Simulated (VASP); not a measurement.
# Lu (Fm-3m) in VASP: further runs

The runs below take Lu through single point, with PBEsol+D3(BJ).

All numbers are computed with VASP 6.6.1; they aren't measurements. Logs are shortened: lines on timing, memory, paths and dates and some standing lists are left out, and cuts for length are marked.

## (1) The cell of the first run

Symmetry: Fm-3m, No. 225, cubic system. The conventional cell has a = 3.989 Å, b = 3.989 Å, c = 3.989 Å, α = 90.00°, β = 90.00°, γ = 90.00°. Within 3.7 Å of Lu (site symmetry m-3m) lie 12 Lu at 2.82 Å.

This isn't the form of Lu at room conditions, which is hcp.

## (2) Single point, PBEsol+D3(BJ)

Input file INCAR:

```
SYSTEM = Lu
  PREC = Accurate
  ENCUT = 600
  EDIFF = 1E-6
  ISMEAR = -1
  SIGMA = 0.05
  LREAL = .FALSE.
  LASPH = .TRUE.
  NELM = 120
  ALGO = Normal
  ISIF = 2
  LWAVE = .FALSE.
  LCHARG = .TRUE.
  GGA = PS
  IVDW = 12
  LELF = .TRUE.
  LVHAR = .TRUE.
  NBANDS = 18
  GGA_COMPAT = .FALSE.
```

Input file KPOINTS:

```
regular mesh
0
G
  6 6 6
  0 0 0
```

Input file POSCAR:

```
Lu
1.0
    0.0000000000      1.9943470734      1.9943470734
    1.9943470734      0.0000000000      1.9943470734
    1.9943470734      1.9943470734      0.0000000000
Lu
1
Direct
    0.0000000000      0.0000000000      0.0000000000
```

Potentials or basis: VASP PAW PBE potentials, release 64 (Lu).

Launch:

```bash
$ cat potpaw_PBE.64/Lu/POTCAR > POTCAR
$ mpirun -np 1 vasp_std > vasp.out
```

OUTCAR:

```text
SYSTEM = Lu
   PREC = Accurate
   ENCUT = 600
   EDIFF = 1E-6
   ISMEAR = -1
   LREAL = .FALSE.
   LASPH = .TRUE.
   NELM = 120
   ISIF = 2
   GGA = PS
   IVDW = 12
 IVDW          = 12

 ion  position               nearest neighbor table
   1  0.000  0.000  0.000-

  LATTYP: Found a face centered cubic cell.
 ALAT       =     3.9886941468

  Lattice vectors:

 A1 = (   0.0000000000,   1.9943470734,   1.9943470734)
 A2 = (   1.9943470734,   0.0000000000,   1.9943470734)
 A3 = (   1.9943470734,   1.9943470734,   0.0000000000)

Analysis of symmetry for initial positions (statically):
=====================================================================
 Subroutine PRICEL returns:
 Original cell was already a primitive cell.

 Routine SETGRP: Setting up the symmetry group for a
 face centered cubic supercell.

 Subroutine GETGRP returns: Found 48 space group operations
 (whereof 48 operations were pure point group operations)
 out of a pool of 48 trial point group operations.

The static configuration has the point symmetry O_h .

Analysis of symmetry for dynamics (positions and initial velocities):
=====================================================================
 Subroutine PRICEL returns:
 Original cell was already a primitive cell.

 Routine SETGRP: Setting up the symmetry group for a
 face centered cubic supercell.

 Subroutine GETGRP returns: Found 48 space group operations
 (whereof 48 operations were pure point group operations)
 out of a pool of 48 trial point group operations.

The dynamic configuration has the point symmetry O_h .

 Subroutine INISYM returns: Found 48 space group operations
 (whereof 48 operations are pure point group operations),
 and found     1 'primitive' translations

----------------------------------------------------------------------------------------

                                     Primitive cell

  volume of cell :      15.8647

  direct lattice vectors                    reciprocal lattice vectors
     0.000000000  1.994347073  1.994347073    -0.250708619  0.250708619  0.250708619
     1.994347073  0.000000000  1.994347073     0.250708619 -0.250708619  0.250708619
     1.994347073  1.994347073  0.000000000     0.250708619  0.250708619 -0.250708619

  length of vectors
     2.820432679  2.820432679  2.820432679     0.434240066  0.434240066  0.434240066

  position of ions in fractional coordinates (direct lattice)
     0.000000000  0.000000000  0.000000000

  ion indices of the primitive-cell ions
   primitive index   ion index
                 1           1

----------------------------------------------------------------------------------------

 KPOINTS: regular mesh

Automatic generation of k-mesh.
 Grid dimensions read from file:
 generate k-points for:    6    6    6

 Generating k-lattice:

  Cartesian coordinates                     Fractional coordinates (reciprocal lattice)
    -0.041784770  0.041784770  0.041784770     0.166666667  0.000000000  0.000000000
     0.041784770 -0.041784770  0.041784770     0.000000000  0.166666667  0.000000000
     0.041784770  0.041784770 -0.041784770     0.000000000  0.000000000  0.166666667

  Length of vectors
     0.072373344  0.072373344  0.072373344

  Shift w.r.t. Gamma in fractional coordinates (k-lattice)
     0.000000000  0.000000000  0.000000000

 Subroutine IBZKPT returns following result:
 ===========================================

 Found     16 irreducible k-points:

 Following reciprocal coordinates:
            Coordinates               Weight
  0.000000  0.000000  0.000000      1.000000
  0.166667  0.000000  0.000000      8.000000
  0.333333  0.000000  0.000000      8.000000
  0.500000  0.000000  0.000000      4.000000
  0.166667  0.166667  0.000000      6.000000
  0.333333  0.166667  0.000000     24.000000
[... 8 lines left out ...]
 -0.333333  0.333333  0.166667     24.000000
 -0.333333  0.500000  0.166667     12.000000
   k-points           NKPTS =     16   k-points in BZ     NKDIM =     16   number of bands    NBANDS=     18
   number of dos      NEDOS =    301   number of ions     NIONS =      1
   total plane-waves  NPLWV =  13824
   dimension x,y,z NGX =    24 NGY =   24 NGZ =   24
   dimension x,y,z NGXF=    48 NGYF=   48 NGZF=   48
   ions per type =               1
   NGX,Y,Z   is equivalent  to a cutoff of  14.15, 14.15, 14.15 a.u.
   NGXF,Y,Z  is equivalent  to a cutoff of  28.29, 28.29, 28.29 a.u.
 SYSTEM =  Lu
   PREC   = accura    normal or accurate (medium, high low for compatibility)
   ISTART =      0    job   : 0-new  1-cont  2-samecut
   ICHARG =      2    charge: 1-file 2-atom 10-const
   ISPIN  =      1    spin polarized calculation?
   LNONCOLLINEAR =      F non collinear calculations
   LSORBIT =      F    spin-orbit coupling
   LASPH  =      T    aspherical Exc in radial PAW
   ENCUT  =  600.0 eV  44.10 Ry    6.64 a.u.   5.63  5.63  5.63*2*pi/ulx,y,z
   NELM   =    120;   NELMIN=  2; NELMDL= -5     # of ELM steps
   EDIFF  = 0.1E-05   stopping-criterion for ELM
   LREAL  =      F    real-space projection
   EDIFFG = 0.1E-04   stopping-criterion for IOM
   NSW    =      0    number of steps for IOM
   IBRION =     -1    ionic relax: 0-MD 1-quasi-New 2-CG
   NFREE  =      0    steps in history (QN), initial steepest desc. (CG)
   ISIF   =      2    stress and relaxation
   ISYM   =      2    0-nonsym 1-usesym 2-fastsym
   POTIM  = 0.5000    time-step for ionic-motion
   TEBEG  =    0.0;   TEEND  =   0.0 temperature during run
   PSTRESS=    0.0 pullay stress
   NELECT =      25.0000    total number of electrons
   NUPDOWN=      -1.0000    fix difference up-down
   EMIN   =  10.00;   EMAX   =-10.00  energy-range for DOS
   EFERMI =   0.00;   METHOD = LEGACY
   ISMEAR =    -1;   SIGMA  =   0.05  broadening in eV -4-tet -1-fermi 0-gaus
   EFERMI_NEDOS =   21; number of points for ismear=-14 and -15
   IALGO  =     38    algorithm
   IMIX   =      4    mixing-type and parameters
     AMIX     =   0.40;   BMIX     =  1.00
     AMIX_MAG =   1.60;   BMIX_MAG =  1.00
  volume/ion in A,a.u.               =      15.86       107.06
  Fermi-wavevector in a.u.,A,eV,Ry     =   1.905069  3.600059 49.379471  3.629289
  Thomas-Fermi vector in A             =   2.943129
   LORBIT       =      0    0 simple, 1 ext, 2 COOP (PROOUT), +10 PAW based schemes
   GGA     = PS    functional components
   LHFCALC =     F    Hartree Fock is set to
   AEXX    =    0.0000 exact exchange contribution
   IVDW    =    12    specifies the selected vdW correction
   LEPSILON=     F    determine dielectric tensor
   LRPA    =     F    only Hartree local field effects (RPA)
 non-spin polarized calculation
  energy-cutoff  :      600.00
  volume of cell :       15.86
 maximum number of plane-waves:       544
 NGX is ok and might be reduce to    24
   NGX = 11   NGY = 11   NGZ = 11

 number of electron      25.0000006 magnetization

 Free energy of the ion-electron system (eV)
  ---------------------------------------------------
  ext. energy  EPLUGINS =         0.00000000
  ---------------------------------------------------
  free energy    TOTEN  =        -3.34724578 eV

  energy without entropy =       -3.33810051  energy(sigma->0) =       -3.34267314

 E-fermi :   4.8146     XC(G=0): -14.2283

 val. band max:        4.7518432106   @ k =  -0.3333   0.3333   0.0000
 cond. band min:       4.8731553970   @ k =   0.3333   0.1667   0.0000
 fundamental gap:      0.1213121864
 Fermi energy:         4.8145830631

 k-point     1 :       0.0000    0.0000    0.0000
  band No.  band energies     occupation
      1     -50.8491      2.00000
      2     -20.0801      2.00000
      3     -20.0801      2.00000
      4     -20.0801      2.00000
      5      -2.2440      2.00000
      6      -0.0348      2.00000
[... 10 lines left out ...]
     17      12.1078      0.00000
     18      18.2734      0.00000

 k-point     2 :       0.1667    0.0000    0.0000
  band No.  band energies     occupation
      1     -50.7543      2.00000
      2     -20.9558      2.00000
      3     -20.1765      2.00000
      4     -20.1765      2.00000
      5      -0.7687      2.00000
      6       0.0119      2.00000
[... 10 lines left out ...]
     17      11.5024      0.00000
     18      19.8491      0.00000

 k-point     3 :       0.3333    0.0000    0.0000
  band No.  band energies     occupation
      1     -50.5601      2.00000
      2     -22.4573      2.00000
      3     -20.3634      2.00000
      4     -20.3634      2.00000
      5       0.0198      2.00000
      6       0.1997      2.00000
[... 10 lines left out ...]
     17      13.3590      0.00000
     18      17.7291      0.00000

 k-point     4 :       0.5000    0.0000    0.0000
  band No.  band energies     occupation
      1     -50.4605      2.00000
      2     -23.1222      2.00000
      3     -20.4540      2.00000
      4     -20.4540      2.00000
      5       0.0120      2.00000
      6       0.2114      2.00000
[... 10 lines left out ...]
     17      15.7878      0.00000
     18      17.9417      0.00000

 k-point     5 :       0.1667    0.1667    0.0000
  band No.  band energies     occupation
      1     -50.7229      2.00000
      2     -20.9311      2.00000
      3     -20.3617      2.00000
      4     -20.3617      2.00000
      5      -0.2566      2.00000
      6       0.0153      2.00000
[... 10 lines left out ...]
     17      12.8767      0.00000
     18      22.1281      0.00000

 k-point     6 :       0.3333    0.1667    0.0000
  band No.  band energies     occupation
      1     -50.5617      2.00000
      2     -22.0350      2.00000
      3     -20.6146      2.00000
      4     -20.5884      2.00000
      5       0.0745      2.00000
      6       0.1796      2.00000
[... 10 lines left out ...]
     17      14.3626      0.00000
     18      21.1196      0.00000

 k-point     7 :       0.5000    0.1667    0.0000
  band No.  band energies     occupation
      1     -50.4292      2.00000
      2     -22.8310      2.00000
      3     -20.9577      2.00000
      4     -20.6349      2.00000
      5       0.0457      2.00000
      6       0.1860      2.00000
[... 10 lines left out ...]
     17      15.9584      0.00000
     18      20.1095      0.00000

 k-point     8 :      -0.3333    0.1667    0.0000
  band No.  band energies     occupation
      1     -50.4622      2.00000
      2     -22.6219      2.00000
      3     -21.0672      2.00000
      4     -20.4589      2.00000
      5       0.0629      2.00000
      6       0.1883      2.00000
[... 10 lines left out ...]
     17      17.3035      0.00000
     18      20.3597      0.00000

 k-point     9 :      -0.1667    0.1667    0.0000
  band No.  band energies     occupation
      1     -50.6261      2.00000
      2     -21.6995      2.00000
      3     -20.7022      2.00000
      4     -20.2274      2.00000
      5       0.0793      2.00000
      6       0.1383      2.00000
[... 10 lines left out ...]
     17      14.1022      0.00000
     18      21.2878      0.00000

 k-point    10 :       0.3333    0.3333    0.0000
  band No.  band energies     occupation
      1     -50.4653      2.00000
      2     -22.3070      2.00000
      3     -20.8928      2.00000
      4     -20.8928      2.00000
      5       0.1418      2.00000
      6       0.2053      2.00000
[... 10 lines left out ...]
     17      14.7076      0.00000
     18      25.0751      0.00000

 k-point    11 :       0.5000    0.3333    0.0000
  band No.  band energies     occupation
      1     -50.3658      2.00000
      2     -22.6269      2.00000
      3     -21.3863      2.00000
      4     -20.9795      2.00000
      5       0.1548      2.00000
      6       0.2149      2.00000
[... 10 lines left out ...]
     17      16.7034      0.00000
     18      19.8327      0.00000

 k-point    12 :      -0.3333    0.3333    0.0000
  band No.  band energies     occupation
      1     -50.3643      2.00000
      2     -22.1807      2.00000
      3     -22.1320      2.00000
      4     -20.7702      2.00000
      5       0.1280      2.00000
      6       0.1613      2.00000
[... 10 lines left out ...]
     17      15.8663      0.00000
     18      23.7564      0.00000

 k-point    13 :       0.5000    0.5000    0.0000
  band No.  band energies     occupation
      1     -50.3338      2.00000
      2     -22.8869      2.00000
      3     -21.1441      2.00000
      4     -21.1441      2.00000
      5       0.2284      2.00000
      6       0.2931      2.00000
[... 10 lines left out ...]
     17      16.9857      0.00000
     18      19.6240      0.00000

 k-point    14 :       0.5000    0.3333    0.1667
  band No.  band energies     occupation
      1     -50.4308      2.00000
      2     -22.3900      2.00000
      3     -21.3345      2.00000
      4     -20.7450      2.00000
      5       0.1286      2.00000
      6       0.2173      2.00000
[... 10 lines left out ...]
     17      17.6544      0.00000
     18      21.6930      0.00000

 k-point    15 :      -0.3333    0.3333    0.1667
  band No.  band energies     occupation
      1     -50.3643      2.00000
      2     -22.4627      2.00000
      3     -21.7058      2.00000
      4     -20.9203      2.00000
      5       0.1360      2.00000
      6       0.1699      2.00000
[... 10 lines left out ...]
     17      18.9825      0.00000
     18      19.2644      0.00000

 k-point    16 :      -0.3333    0.5000    0.1667
  band No.  band energies     occupation
      1     -50.3323      2.00000
      2     -22.4957      2.00000
      3     -21.6297      2.00000
      4     -21.2178      2.00000
      5       0.1905      2.00000
      6       0.2285      2.00000
[... 10 lines left out ...]
     17      19.4731      0.00000
     18      20.0714      0.00000

------------------------ aborting loop because EDIFF is reached ----------------------------------------

 Edisp (eV)   -0.73339

 E8    (eV) :    -0.5474

  FORCE on cell =-STRESS in cart. coord.  units (eV):
  Direction    XX          YY          ZZ          XY          YZ          ZX
  --------------------------------------------------------------------------------------
  -------------------------------------------------------------------------------------
  Total       5.99033     5.99033     5.99033    -0.00000     0.00000    -0.00000
  in kB     604.96299   604.96299   604.96299    -0.00000     0.00000    -0.00000
  external pressure =      604.96 kB  Pullay stress =        0.00 kB

 VOLUME and BASIS-vectors are now :
 -----------------------------------------------------------------------------
  energy-cutoff  :      600.00
  volume of cell :       15.86
      direct lattice vectors                 reciprocal lattice vectors
     0.000000000  1.994347073  1.994347073    -0.250708619  0.250708619  0.250708619
     1.994347073  0.000000000  1.994347073     0.250708619 -0.250708619  0.250708619
     1.994347073  1.994347073  0.000000000     0.250708619  0.250708619 -0.250708619

 POSITION                                       TOTAL-FORCE (eV/Angst)
 -----------------------------------------------------------------------------------
      0.00000      0.00000      0.00000         0.000000     -0.000000     -0.000000
 -----------------------------------------------------------------------------------
    total drift:                               -0.000000      0.000000     -0.000000

  FREE ENERGIE OF THE ION-ELECTRON SYSTEM (eV)
  ---------------------------------------------------
  free  energy   TOTEN  =        -4.0806331911 eV

  energy  without entropy=       -4.0714879140  energy(sigma->0) =       -4.07606055
```

Wall time 4.6 s (1 thread of Intel Xeon 6975P-C (Granite Rapids), shared host); peak memory 0.15 GiB.

Results:

| Property | Result |
| --- | --- |
| Free energy | -4.0806 eV |
| Pressure | 60.5 GPa |
| Band gap on the k mesh | zero (an odd number of electrons rules out a gap without spin polarisation) |
| Dispersion energy per atom | -0.733 eV |

Levels at points of the mesh, in eV from the Fermi level:
```
           k point  band 10  band 11  band 12  band 13  band 14  band 15
(0.00, 0.00, 0.00)    -4.28    -4.28    -4.28     2.66     2.66     2.66
(0.50, 0.00, 0.00)    -4.35    -4.27    -3.79     2.16     2.16     3.93
(0.50, 0.50, 0.00)    -4.40    -4.37    -4.33    -2.84     7.00    11.05
```

Caveat: the k points lie up to 0.45 Å⁻¹ apart, too coarse for converged energies and pressures of a metal; three body term missing; the PAW data sets were made with another functional, which shifts forces and pressure a little; spin-orbit coupling is left out, which moves the levels of the heavy elements.

## (3) Single point, PBEsol+D3(BJ)

This run uses another cell than the first one, of 17.50 Å³/atom.

Input file INCAR:

```
SYSTEM = Lu
PREC = Accurate
ENCUT = 600
EDIFF = 1E-6
ISMEAR = -1
SIGMA = 0.05
LREAL = .FALSE.
LASPH = .TRUE.
NELM = 120
ALGO = Normal
ISIF = 2
LWAVE = .FALSE.
LCHARG = .FALSE.
GGA = PS
IVDW = 12
NBANDS = 18
GGA_COMPAT = .FALSE.
```

KPOINTS is that of step 2.

Input file POSCAR:

```
Lu
1.0
    0.0000000000      2.0605630298      2.0605630298
    2.0605630298      0.0000000000      2.0605630298
    2.0605630298      2.0605630298      0.0000000000
Lu
1
Direct
    0.0000000000      0.0000000000      0.0000000000
```

Potentials or basis: VASP PAW PBE potentials, release 64 (Lu).

Launch:

```bash
$ cat potpaw_PBE.64/Lu/POTCAR > POTCAR
$ mpirun -np 1 vasp_std > vasp.out
```

It took 4.3 s on 1 thread of Intel Xeon 6975P-C (Granite Rapids), shared host; peak memory 0.15 GiB.

Results (log left out):

| Item | Value |
| --- | --- |
| Free energy | -4.5945 eV |
| Pressure | 40.3 GPa |
| Band gap on the k mesh | zero (an odd number of electrons rules out a gap without spin polarisation) |
| Dispersion energy per atom | -0.664 eV |

Levels at points of the mesh, in eV from the Fermi level:
```csv
k point,band 10,band 11,band 12,band 13,band 14,band 15
"(0.00, 0.00, 0.00)",-4.29,-4.29,-4.29,2.62,2.62,2.62
"(0.50, 0.00, 0.00)",-4.35,-4.28,-3.57,2.19,2.19,3.02
"(0.50, 0.50, 0.00)",-4.39,-4.37,-3.84,-2.39,5.76,10.15
```

Caveat: the k points lie up to 0.44 Å⁻¹ apart, too coarse for converged energies and pressures of a metal; three body term missing; the PAW data sets were made with another functional, which shifts forces and pressure a little; spin-orbit coupling is left out, which moves the levels of the heavy elements.

(Continued in part 2 of 2.)
